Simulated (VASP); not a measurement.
# Ta (Im-3m) in VASP: further runs

The runs below take Ta through relaxation of cell and atoms, with r2SCAN.

All numbers are computed with VASP 6.6.1; they aren't measurements. Logs are shortened: lines on timing, memory, paths and dates and some standing lists are left out, and cuts for length are marked.

### Step 1. The cell of the first run

Symmetry: Im-3m, No. 229, cubic system. The conventional cell has a = 3.305 Å, b = 3.305 Å, c = 3.305 Å, α = 90.00°, β = 90.00°, γ = 90.00°. Ta (site symmetry m-3m) has 14 Ta at 2.86 to 3.31 Å within 3.8 Å.

### Step 2. Relaxation of cell and atoms, r2SCAN, target pressure 2 GPa, at which the enthalpy is minimised

The input, POSCAR:

```
Ta
1.0
   -1.6527469160      1.6527469160      1.6527469160
    1.6527469160     -1.6527469160      1.6527469160
    1.6527469160      1.6527469160     -1.6527469160
Ta
1
Direct
    0.0000000000      0.0000000000      0.0000000000
```

The input, INCAR.step1:

```
SYSTEM = Ta
PREC = Accurate
ENCUT = 600
ISMEAR = -1
SIGMA = 0.08
LREAL = .False.
LASPH = .True.
NELM = 100
GGA = PE
ALGO = Normal
EDIFF = 1E-4
LWAVE = .True.
LCHARG = .False.
```

The input, INCAR.step2:

```
SYSTEM = Ta
PREC = Accurate
ENCUT = 600
EDIFF = 1E-6
ISMEAR = -1
SIGMA = 0.08
LREAL = .False.
LASPH = .True.
NELM = 100
ALGO = Normal
ISIF = 3
LWAVE = .False.
LCHARG = .False.
METAGGA = R2SCAN
LMIXTAU = .True.
IBRION = 2
NSW = 100
EDIFFG = -0.002
PSTRESS = 20.0
ISTART = 1
```

The input, KPOINTS:

```
regular mesh
0
Gamma
  24 24 24
  0 0 0
```

Potentials or basis: VASP PAW PBE potentials, release 64 (Ta_pv).

Run with:

```console
> cat potpaw_PBE.64/Ta_pv/POTCAR > POTCAR
> cp INCAR.step1 INCAR
> mpirun -np 1 vasp_std > vasp.out
> cp INCAR.step2 INCAR
> mpirun -np 1 vasp_std > vasp.out
```

OUTCAR:

```text
SYSTEM = Ta
   PREC = Accurate
   ENCUT = 600
   EDIFF = 1E-6
   ISMEAR = -1
   LREAL = .False.
   LASPH = .True.
   NELM = 100
   ISIF = 3
   METAGGA = R2SCAN
   IBRION = 2
   NSW = 100
   EDIFFG = -0.002
   PSTRESS = 20.0
   ISTART = 1

 ion  position               nearest neighbor table
   1  0.000  0.000  0.000-

  LATTYP: Found a body centered cubic cell.
 ALAT       =     3.3054938320

  Lattice vectors:

 A1 = (  -1.6527469160,   1.6527469160,   1.6527469160)
 A2 = (   1.6527469160,  -1.6527469160,   1.6527469160)
 A3 = (   1.6527469160,   1.6527469160,  -1.6527469160)

Analysis of symmetry for initial positions (statically):
=====================================================================
 Subroutine PRICEL returns:
 Original cell was already a primitive cell.

 Routine SETGRP: Setting up the symmetry group for a
 body centered cubic supercell.

 Subroutine GETGRP returns: Found 48 space group operations
 (whereof 48 operations were pure point group operations)
 out of a pool of 48 trial point group operations.

The static configuration has the point symmetry O_h .

Analysis of symmetry for dynamics (positions and initial velocities):
=====================================================================
 Subroutine PRICEL returns:
 Original cell was already a primitive cell.

 Routine SETGRP: Setting up the symmetry group for a
 body centered cubic supercell.

 Subroutine GETGRP returns: Found 48 space group operations
 (whereof 48 operations were pure point group operations)
 out of a pool of 48 trial point group operations.

The dynamic configuration has the point symmetry O_h .

 Subroutine INISYM returns: Found 48 space group operations
 (whereof 48 operations are pure point group operations),
 and found     1 'primitive' translations

----------------------------------------------------------------------------------------

                                     Primitive cell

  volume of cell :      18.0584

  direct lattice vectors                    reciprocal lattice vectors
    -1.652746916  1.652746916  1.652746916     0.000000000  0.302526657  0.302526657
     1.652746916 -1.652746916  1.652746916     0.302526657  0.000000000  0.302526657
     1.652746916  1.652746916 -1.652746916     0.302526657  0.302526657  0.000000000

  length of vectors
     2.862641631  2.862641631  2.862641631     0.427837302  0.427837302  0.427837302

  position of ions in fractional coordinates (direct lattice)
     0.000000000  0.000000000  0.000000000

  ion indices of the primitive-cell ions
   primitive index   ion index
                 1           1

----------------------------------------------------------------------------------------

 KPOINTS: regular mesh

Automatic generation of k-mesh.
 Grid dimensions read from file:
 generate k-points for:   24   24   24

 Generating k-lattice:

  Cartesian coordinates                     Fractional coordinates (reciprocal lattice)
     0.000000000  0.012605277  0.012605277     0.041666667  0.000000000  0.000000000
     0.012605277  0.000000000  0.012605277     0.000000000  0.041666667  0.000000000
     0.012605277  0.012605277  0.000000000     0.000000000  0.000000000  0.041666667

  Length of vectors
     0.017826554  0.017826554  0.017826554

  Shift w.r.t. Gamma in fractional coordinates (k-lattice)
     0.000000000  0.000000000  0.000000000

 Subroutine IBZKPT returns following result:
 ===========================================

 Found    413 irreducible k-points:

 Following reciprocal coordinates:
            Coordinates               Weight
  0.000000  0.000000  0.000000      1.000000
  0.041667  0.000000  0.000000     12.000000
  0.083333  0.000000  0.000000     12.000000
  0.125000  0.000000  0.000000     12.000000
  0.166667  0.000000  0.000000     12.000000
  0.208333  0.000000  0.000000     12.000000
[... 16 lines left out ...]
  0.416667  0.041667  0.000000     48.000000
  0.458333  0.041667  0.000000     48.000000
 [... further k-points ...]
   k-points           NKPTS =    413   k-points in BZ     NKDIM =    413   number of bands    NBANDS=      9
   number of dos      NEDOS =    301   number of ions     NIONS =      1
   total plane-waves  NPLWV =  13824
   dimension x,y,z NGX =    24 NGY =   24 NGZ =   24
   dimension x,y,z NGXF=    48 NGYF=   48 NGZF=   48
   ions per type =               1
   NGX,Y,Z   is equivalent  to a cutoff of  13.94, 13.94, 13.94 a.u.
   NGXF,Y,Z  is equivalent  to a cutoff of  27.88, 27.88, 27.88 a.u.
 SYSTEM =  Ta
   PREC   = accura    normal or accurate (medium, high low for compatibility)
   ISTART =      1    job   : 0-new  1-cont  2-samecut
   ICHARG =      0    charge: 1-file 2-atom 10-const
   ISPIN  =      1    spin polarized calculation?
   LNONCOLLINEAR =      F non collinear calculations
   LSORBIT =      F    spin-orbit coupling
   LASPH  =      T    aspherical Exc in radial PAW
   ENCUT  =  600.0 eV  44.10 Ry    6.64 a.u.   5.72  5.72  5.72*2*pi/ulx,y,z
   NELM   =    100;   NELMIN=  2; NELMDL=  0     # of ELM steps
   EDIFF  = 0.1E-05   stopping-criterion for ELM
   LREAL  =      F    real-space projection
   EDIFFG = -.2E-02   stopping-criterion for IOM
   NSW    =    100    number of steps for IOM
   IBRION =      2    ionic relax: 0-MD 1-quasi-New 2-CG
   NFREE  =      1    steps in history (QN), initial steepest desc. (CG)
   ISIF   =      3    stress and relaxation
   ISYM   =      2    0-nonsym 1-usesym 2-fastsym
   POTIM  = 0.5000    time-step for ionic-motion
   TEBEG  =    0.0;   TEEND  =   0.0 temperature during run
   PSTRESS=   20.0 pullay stress
   NELECT =      11.0000    total number of electrons
   NUPDOWN=      -1.0000    fix difference up-down
   EMIN   =  10.00;   EMAX   =-10.00  energy-range for DOS
   EFERMI =   0.00;   METHOD = LEGACY
   ISMEAR =    -1;   SIGMA  =   0.08  broadening in eV -4-tet -1-fermi 0-gaus
   EFERMI_NEDOS =   21; number of points for ismear=-14 and -15
   IALGO  =     38    algorithm
   IMIX   =      4    mixing-type and parameters
     AMIX     =   0.40;   BMIX     =  1.00
     AMIX_MAG =   1.60;   BMIX_MAG =  1.00
  volume/ion in A,a.u.               =      18.06       121.86
  Fermi-wavevector in a.u.,A,eV,Ry     =   1.387755  2.622476 26.202958  1.925863
  Thomas-Fermi vector in A             =   2.511946
   LORBIT       =      0    0 simple, 1 ext, 2 COOP (PROOUT), +10 PAW based schemes
   METAGGA = R2SCAN    functional components
   LHFCALC =     F    Hartree Fock is set to
   AEXX    =    0.0000 exact exchange contribution
   IVDW    =     0    specifies the selected vdW correction
   LEPSILON=     F    determine dielectric tensor
   LRPA    =     F    only Hartree local field effects (RPA)
 conjugate gradient relaxation of ions
 non-spin polarized calculation
  energy-cutoff  :      600.00
  volume of cell :       18.06
 maximum number of plane-waves:       622
   NGX = 11   NGY = 11   NGZ = 11

--------------------------------------- Ionic step        1  -------------------------------------------

 number of electron      11.0000002 magnetization

 Free energy of the ion-electron system (eV)
  ---------------------------------------------------
  ext. energy  EPLUGINS =         0.00000000
  ---------------------------------------------------
  free energy    TOTEN  =       -48.59286857 eV

  energy without entropy =      -48.56604583  energy(sigma->0) =      -48.57945720

------------------------ aborting loop because EDIFF is reached ----------------------------------------

  FORCE on cell =-STRESS in cart. coord.  units (eV):
  Direction    XX          YY          ZZ          XY          YZ          ZX
  --------------------------------------------------------------------------------------
  -------------------------------------------------------------------------------------
  Total        0.0686250      0.0686250      0.0686250     -0.0000000      0.0000000      0.0000000
  in kB        6.0885491      6.0885491      6.0885491     -0.0000000      0.0000000      0.0000000
  external PRESSURE =     -13.9114509 kB  Pullay stress =      20.0000000 kB

 VOLUME and BASIS-vectors are now :
 -----------------------------------------------------------------------------
  energy-cutoff  :      600.00
  volume of cell :       18.06
      direct lattice vectors                 reciprocal lattice vectors
    -1.652746916  1.652746916  1.652746916     0.000000000  0.302526657  0.302526657
     1.652746916 -1.652746916  1.652746916     0.302526657  0.000000000  0.302526657
     1.652746916  1.652746916 -1.652746916     0.302526657  0.302526657  0.000000000
[... 44 lines left out ...]
  FREE ENERGIE OF THE ION-ELECTRON SYSTEM (eV)
  ---------------------------------------------------
  free  energy   TOTEN  =       -48.5852940311 eV

  energy  without entropy=      -48.5593492584  energy(sigma->0) =      -48.57232164

  enthalpy is  TOTEN    =       -48.3649478493 eV   P V=        0.2203461818

--------------------------------------- Ionic step        3  -------------------------------------------

 number of electron      11.0000002 magnetization

 Free energy of the ion-electron system (eV)
  ---------------------------------------------------
  ext. energy  EPLUGINS =         0.00000000
  ---------------------------------------------------
  free energy    TOTEN  =       -48.59188930 eV

  energy without entropy =      -48.56532095  energy(sigma->0) =      -48.57860513

 E-fermi :   5.3582     XC(G=0): -13.7954

 val. band max:        5.3581552221   @ k =  -0.4167   0.4583   0.1667
 cond. band min:       5.3646366892   @ k =  -0.1667   0.2500   0.0417
 fundamental gap:      0.0064814672
 Fermi energy:         5.3582167207

 k-point     1 :       0.0000    0.0000    0.0000
  band No.  band energies     occupation
      1     -28.8460      2.00000
      2     -28.8460      2.00000
      3     -28.8460      2.00000
      4      -2.9872      2.00000
      5       6.2005      0.00005
      6       6.2005      0.00005
      7       6.2005      0.00005
      8       9.7037      0.00000
      9       9.7037      0.00000

 k-point     2 :       0.0417    0.0000    0.0000
  band No.  band energies     occupation
      1     -28.8693      2.00000
      2     -28.8530      2.00000
      3     -28.8461      2.00000
      4      -2.9052      2.00000
      5       6.1457      0.00011
      6       6.1850      0.00006
      7       6.2799      0.00002
      8       9.6103      0.00000
      9       9.7029      0.00000
[... 253 lines left out ...]
 k-point    24 :       0.4583    0.0417    0.0000
  band No.  band energies     occupation
      1     -30.0863      2.00000
      2     -29.2508      2.00000
      3     -28.8635      2.00000
      4       0.8395      2.00000
      5       3.7985      2.00000
      6       6.6912      0.00000
      7       9.5516      0.00000
      8      10.6920      0.00000
      9      13.4943      0.00000

 [... further k-points ...]
[... 5 lines left out ...]
  --------------------------------------------------------------------------------------
  -------------------------------------------------------------------------------------
  Total        0.2245075      0.2245075      0.2245075      0.0000000     -0.0000000      0.0000000
  in kB       20.0534469     20.0534469     20.0534469      0.0000000     -0.0000000      0.0000000
  external PRESSURE =       0.0534469 kB  Pullay stress =      20.0000000 kB

 VOLUME and BASIS-vectors are now :
 -----------------------------------------------------------------------------
  energy-cutoff  :      600.00
  volume of cell :       17.94
      direct lattice vectors                 reciprocal lattice vectors
    -1.649038522  1.649038522  1.649038522     0.000000000  0.303206986  0.303206986
     1.649038522 -1.649038522  1.649038522     0.303206986  0.000000000  0.303206986
     1.649038522  1.649038522 -1.649038522     0.303206986  0.303206986  0.000000000

 POSITION                                       TOTAL-FORCE (eV/Angst)
 -----------------------------------------------------------------------------------
     -0.00000      0.00000      0.00000         0.000000      0.000000     -0.000000
 -----------------------------------------------------------------------------------
    total drift:                                0.000000      0.000000     -0.000000

  FREE ENERGIE OF THE ION-ELECTRON SYSTEM (eV)
  ---------------------------------------------------
  free  energy   TOTEN  =       -48.5918893015 eV

  energy  without entropy=      -48.5653209519  energy(sigma->0) =      -48.57860513

  enthalpy is  TOTEN    =       -48.3679801690 eV   P V=        0.2239091326

 reached required accuracy - stopping structural energy minimisation
```

Run time: 5.3 min. Hardware: 1 thread of Intel Xeon 6975P-C, shared host; peak memory 0.23 GiB.

Results:

* Free energy: -48.5919 eV
* Relaxed volume: 17.94 Å³/atom
* Relaxed cell: a = 2.856 Å, b = 2.856 Å, c = 2.856 Å, α = 109.47°, β = 109.47°, γ = 109.47°
* Space group after relaxing (to 0.05 Å): Im-3m (No. 229)
* Energy change on relaxing (the enthalpy is what falls): +1.0 meV/atom
* Ionic steps: 3
* Pressure after relaxing: 2.0 GPa

Step by step:
```tsv
step	energy change (eV)	largest force (eV/Å)	pressure (GPa)	volume (Å³)
1	0.0000	0.0000	0.61	18.06
2	0.0076	0.0000	5.46	17.65
3	0.0010	0.0000	2.01	17.94
```

Final structure:
```
CELL_PARAMETERS angstrom
-1.64904 1.64904 1.64904
1.64904 -1.64904 1.64904
1.64904 1.64904 -1.64904
ATOMIC_POSITIONS crystal
Ta 0.00000 0.00000 0.00000
```

Caveat: the cell is relaxed towards a set pressure, so the enthalpy falls and the energy may rise; the PAW data sets were made with another functional, which shifts forces and pressure a little; spin-orbit coupling is left out, which moves the levels of the heavy elements.

(Part 1 of 2 ends here.)
